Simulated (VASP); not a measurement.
# NaW8C8 (a cell with a defect) in VASP: single point with LDA

Aim: the single point of NaW8C8 (a cell with a defect) with LDA.

Program: VASP 6.6.1. These are calculated values, not measurements. Logs are shortened: lines on timing, memory, paths and dates and some standing lists are left out, and cuts for length are marked.

## (1) The cell of the first run

The cell holds a defect, 17 atoms: a = 5.689 Å, b = 4.927 Å, c = 5.588 Å, α = 90.00°, β = 90.00°, γ = 90.00°.

## (2) Single point, LDA

INCAR reads:

```
PREC     = Accurate       # precision mode
ENCUT    = 520            # plane-wave cutoff, eV
EDIFF    = 1E-7           # SCF threshold, eV
ISMEAR   = -1             # smearing method
SIGMA    = 0.15           # smearing width, eV
LREAL    = Auto         
LASPH    = T              # aspherical terms in the spheres
NELM     = 100            # most SCF steps
ALGO     = Normal         # electronic algorithm
ISIF     = 2              # what is computed and relaxed
LWAVE    = F              # write WAVECAR
LCHARG   = F              # write CHGCAR
NBANDS   = 90             # bands
```

KPOINTS reads:

```
Automatic mesh
0
Gamma
  2 2 2
```

POSCAR reads:

```
NaW8C8
1.0
   -2.8446400000     -4.9270610000      0.0000000000
    4.2669600000     -2.4635310000      0.0000000000
    0.0000000000      0.0000000000      5.5877600000
W C Na
8 8 1
Direct
    0.7393961657      0.5223193816      0.0038476957
    0.7450547498      0.5152643905      0.4928271794
    0.4759861740     -0.0058099185     -0.0023623062
    0.5042416914      0.0008404309      0.4901964293
    0.2679997590      0.4878561867     -0.0049035750
    0.2766379764      0.4968022792      0.4868319327
   -0.0041425593     -0.0202917510      0.0103798302
    0.0013808228      0.0082794176      0.4719422452
    0.4766568024      0.6813321443      0.2483105932
    0.4994794572      0.6687288475      0.7390439103
    0.2473412875      0.1653863453      0.2494738500
    0.2765826472      0.1561013137      0.7249595545
   -0.0058349536      0.6571661458      0.2347094363
   -0.0032839312      0.6983797359      0.7256396123
    0.7396009445      0.1622228544      0.2303248529
    0.7038342273      0.1494869876      0.7399924120
   -0.0074531647      0.3248679222      0.7552221284
```

Potentials or basis: VASP PAW LDA potentials, release 64 (W_sv, C, Na_pv).

On the command line:

```console
> cat potpaw_LDA.64/W_sv/POTCAR potpaw_LDA.64/C/POTCAR potpaw_LDA.64/Na_pv/POTCAR > POTCAR
> mpirun -np 1 vasp_std > vasp.out
```

OUTCAR:

```text
PREC = Accurate
   ENCUT = 520
   EDIFF = 1E-7
   ISMEAR = -1
   LREAL = Auto
   LASPH = T
   NELM = 100
   ISIF = 2

 ion  position               nearest neighbor table
   1  0.739  0.522  0.004-  13 2.05  10 2.14   9 2.17  15 2.18  17 2.23  14 2.30  16 2.36   7 2.68
                             5 2.69   2 2.73   3 2.77   2 2.86   3 3.00   5 3.01   7 3.05
   2  0.745  0.515  0.493-  10 2.10  14 2.13  13 2.14   9 2.21  17 2.24  15 2.28  16 2.28   6 2.67
                             1 2.73   4 2.76   8 2.84   1 2.86   4 2.88   8 2.89   6 3.03
   3  0.476  0.994  0.998-  12 2.06   9 2.08  16 2.08  11 2.09  15 2.15  10 2.16   5 2.70   7 2.73
                             4 2.76   5 2.76   1 2.77   4 2.84   7 2.96   1 3.00
   4  0.504  0.001  0.490-  16 1.94  12 2.00   9 2.08  15 2.13  11 2.15  10 2.15   2 2.76   3 2.76
                             6 2.77   6 2.80   8 2.83   3 2.84   8 2.86   2 2.88
   5  0.268  0.488  0.995-   9 2.08  11 2.14  10 2.14  17 2.21  13 2.22  12 2.23  14 2.39   1 2.69
                             3 2.70   6 2.75   3 2.76   6 2.84   7 2.88   7 2.94   1 3.01
   6  0.277  0.497  0.487-   9 1.97  10 2.08  11 2.11  12 2.14  13 2.28  14 2.30  17 2.36   2 2.67
                             5 2.75   4 2.77   4 2.80   5 2.84   8 2.87   8 2.97   2 3.03
   7  0.996  0.980  0.010-  13 2.02  15 2.11  14 2.11  11 2.16  17 2.22  16 2.40  12 2.42   8 2.58
                             1 2.68   3 2.73   5 2.88   5 2.94   3 2.96   8 3.01   1 3.05
   8  0.001  0.008  0.472-  11 2.03  14 2.08  15 2.15  13 2.18  17 2.22  12 2.23  16 2.36   7 2.58
                             4 2.83   2 2.84   4 2.86   6 2.87   2 2.89   6 2.97   7 3.01
   9  0.477  0.681  0.248-   6 1.97   5 2.08   4 2.08   3 2.08   1 2.17   2 2.21
  10  0.499  0.669  0.739-   6 2.08   2 2.10   1 2.14   5 2.14   4 2.15   3 2.16
  11  0.247  0.165  0.249-   8 2.03   3 2.09   6 2.11   5 2.14   4 2.15   7 2.16
  12  0.277  0.156  0.725-  17 1.83   4 2.00   3 2.06   6 2.14   5 2.23   8 2.23   7 2.42
  13  0.994  0.657  0.235-   7 2.02   1 2.05   2 2.14   8 2.18   5 2.22   6 2.28
  14  0.997  0.698  0.726-  17 1.85   8 2.08   7 2.11   2 2.13   6 2.30   1 2.30   5 2.39
  15  0.740  0.162  0.230-   7 2.11   4 2.13   8 2.15   3 2.15   1 2.18   2 2.28
  16  0.704  0.149  0.740-  17 1.86   4 1.94   3 2.08   2 2.28   1 2.36   8 2.36   7 2.40
  17  0.993  0.325  0.755-  12 1.83  14 1.85  16 1.86   5 2.21   7 2.22   8 2.22   1 2.23   2 2.24
                             6 2.36

  LATTYP: Found a simple orthorhombic cell.
 ALAT       =     4.9270612569
 B/A-ratio  =     1.1340959060
 C/A-ratio  =     1.1547004787

  Lattice vectors:

 A1 = (   4.2669600000,  -2.4635310000,   0.0000000000)
 A2 = (   0.0000000000,   0.0000000000,   5.5877600000)
 A3 = (  -2.8446400000,  -4.9270610000,   0.0000000000)

Analysis of symmetry for initial positions (statically):
=====================================================================
 Subroutine PRICEL returns:
 Original cell was already a primitive cell.

 Routine SETGRP: Setting up the symmetry group for a
 simple orthorhombic supercell.

 Subroutine GETGRP returns: Found  1 space group operations
[... 146 lines left out ...]
   EFERMI_NEDOS =   21; number of points for ismear=-14 and -15
   IALGO  =     38    algorithm
   IMIX   =      4    mixing-type and parameters
     AMIX     =   0.40;   BMIX     =  1.00
     AMIX_MAG =   1.60;   BMIX_MAG =  1.00
  volume/ion in A,a.u.               =       9.21        62.18
  Fermi-wavevector in a.u.,A,eV,Ry     =   1.617234  3.056129 35.585292  2.615445
  Thomas-Fermi vector in A             =   2.711692
   LORBIT       =      0    0 simple, 1 ext, 2 COOP (PROOUT), +10 PAW based schemes
   GGA     = CA    functional components
   LHFCALC =     F    Hartree Fock is set to
   AEXX    =    0.0000 exact exchange contribution
   IVDW    =     0    specifies the selected vdW correction
   LEPSILON=     F    determine dielectric tensor
   LRPA    =     F    only Hartree local field effects (RPA)
 non-spin polarized calculation
  energy-cutoff  :      520.00
  volume of cell :      156.63
 maximum number of plane-waves:      4248
   NGX = 21   NGY = 19   NGZ = 21

 number of electron     151.0000011 magnetization

 Free energy of the ion-electron system (eV)
  ---------------------------------------------------
  ext. energy  EPLUGINS =         0.00000000
  ---------------------------------------------------
  free energy    TOTEN  =      -182.78640836 eV

  energy without entropy =     -182.43995066  energy(sigma->0) =     -182.61317951

 E-fermi :  13.0104     XC(G=0): -14.5225

 val. band max:       12.9392133046   @ k =   0.0000   0.0000   0.0000
 cond. band min:      13.0186535748   @ k =   0.0000   0.5000   0.0000
 fundamental gap:      0.0794402703
 Fermi energy:        13.0103850564

 k-point     1 :       0.0000    0.0000    0.0000
  band No.  band energies     occupation
      1     -60.9575      2.00000
      2     -60.8976      2.00000
      3     -60.8907      2.00000
      4     -60.8698      2.00000
      5     -60.7990      2.00000
      6     -60.7789      2.00000
[... 709 lines left out ...]
     86      16.2949      0.00000
     87      16.4968      0.00000
 [bands above 87 left out]

------------------------ aborting loop because EDIFF is reached ----------------------------------------

  FORCE on cell =-STRESS in cart. coord.  units (eV):
  Direction    XX          YY          ZZ          XY          YZ          ZX
  --------------------------------------------------------------------------------------
  -------------------------------------------------------------------------------------
  Total       58.6216340     64.6120313     53.8120329     -0.8514312     -0.6542488     -0.1928447
  in kB      599.6329478    660.9079305    550.4361740     -8.7091768     -6.6922243     -1.9725834
  external PRESSURE =     603.6590174 kB  Pullay stress =       0.0000000 kB

 VOLUME and BASIS-vectors are now :
 -----------------------------------------------------------------------------
  energy-cutoff  :      520.00
  volume of cell :      156.63
      direct lattice vectors                 reciprocal lattice vectors
    -2.844640000 -4.927061000  0.000000000    -0.087884596 -0.152220555  0.000000000
     4.266960000 -2.463531000  0.000000000     0.175769157 -0.101480370  0.000000000
     0.000000000  0.000000000  5.587760000     0.000000000  0.000000000  0.178962590

 POSITION                                       TOTAL-FORCE (eV/Angst)
 -----------------------------------------------------------------------------------
      0.12540     -4.92980      0.02150        -0.757611      2.566687      0.282237
      0.07920     -4.94030      2.75380         0.048834      1.084960     -2.587092
      2.88816     -4.79443      5.57456        -0.990724     -2.680511     -0.677001
     -1.43080     -2.48650      2.73910        -0.052721      1.351844     -1.390985
      1.31930     -2.52230      5.56036         2.797610     -1.046466      1.471526
      1.33290     -2.58690      2.72030         3.208609      2.784110      0.268497
[... 9 lines left out ...]
     -1.36430     -3.83610      4.13490        -0.329826     -1.663541      1.246700
     -1.43724     -5.69066      4.22000         0.063579      0.300471      0.580351
 -----------------------------------------------------------------------------------
    total drift:                               -0.004643     -0.002335      0.005770

  FREE ENERGIE OF THE ION-ELECTRON SYSTEM (eV)
  ---------------------------------------------------
  free  energy   TOTEN  =      -182.7864083648 eV

  energy  without entropy=     -182.4399506638  energy(sigma->0) =     -182.61317951
```

stdout:

```text
POSCAR found type information on POSCAR W C Na
 POSCAR found :  3 types and      17 ions
 scaLAPACK will be used
 LDA part: xc-table for (Slater(with rela. corr.)+CA(PZ))
 , standard interpolation
 POSCAR, INCAR and KPOINTS ok, starting setup
 FFT: planning ... GRIDC
 FFT: planning ... GRID_SOFT
 FFT: planning ... GRID
 WAVECAR not read
 entering main loop
```

It took 3.6 min on 1 thread of Intel Xeon Platinum 8259CL at 2.50GHz (Skylake/Cascade Lake), shared host; peak memory 0.26 GiB.

Results:

| Property | Result |
| --- | --- |
| Free energy | -182.7864 eV |
| Pressure | 60.4 GPa |
| Largest force | 4.257 eV/Å |
| Band gap on the k mesh | zero (an odd number of electrons rules out a gap without spin polarisation) |

Forces in eV/Å, atoms in the order of the input:
```
W   -0.758  2.567  0.282
W    0.049  1.085 -2.587
W   -0.991 -2.681 -0.677
W   -0.053  1.352 -1.391
W    2.798 -1.046  1.472
W    3.209  2.784  0.268
W    0.611 -0.115 -2.196
W   -2.103  2.580  1.889
C   -2.490 -1.630 -1.538
C   -0.114 -0.130  0.654
C   -0.252 -0.563 -1.237
C   -1.353  0.183  0.720
C   -0.384 -1.219  1.307
C    1.242 -1.428  0.541
C    0.855 -0.376  0.667
C   -0.330 -1.664  1.247
Na   0.064  0.300  0.580
```

Levels at points of the mesh, in eV from the Fermi level:
| k point | band 73 | band 74 | band 75 | band 76 | band 77 | band 78 |
| --- | --- | --- | --- | --- | --- | --- |
| (0.00, 0.00, 0.00) | -0.97 | -0.95 | -0.70 | -0.07 | 0.45 | 0.76 |
| (0.50, 0.00, 0.00) | -1.08 | -0.50 | -0.26 | -0.09 | 0.19 | 0.37 |
| (0.00, 0.50, 0.00) | -0.85 | -0.32 | 0.01 | 0.67 | 0.78 | 1.49 |
| (0.50, 0.50, 0.00) | -1.91 | -1.82 | -1.33 | 1.00 | 1.19 | 1.44 |
| (0.00, 0.00, 0.50) | -1.37 | -0.63 | -0.35 | -0.10 | 0.08 | 0.18 |
| (0.50, 0.00, 0.50) | -1.61 | -1.34 | -1.33 | -0.28 | -0.08 | 0.26 |
| (0.00, 0.50, 0.50) | -1.61 | -1.37 | -1.07 | 0.25 | 0.35 | 0.61 |
| (0.50, 0.50, 0.50) | -2.14 | -1.96 | -1.89 | 0.37 | 0.94 | 1.13 |

Caveat: the k points lie up to 0.64 Å⁻¹ apart, too coarse for converged energies and pressures of a metal; spin-orbit coupling is left out, which moves the levels of the heavy elements.

The gap in the log of VASP goes by the Fermi energy; the results here count the filled bands.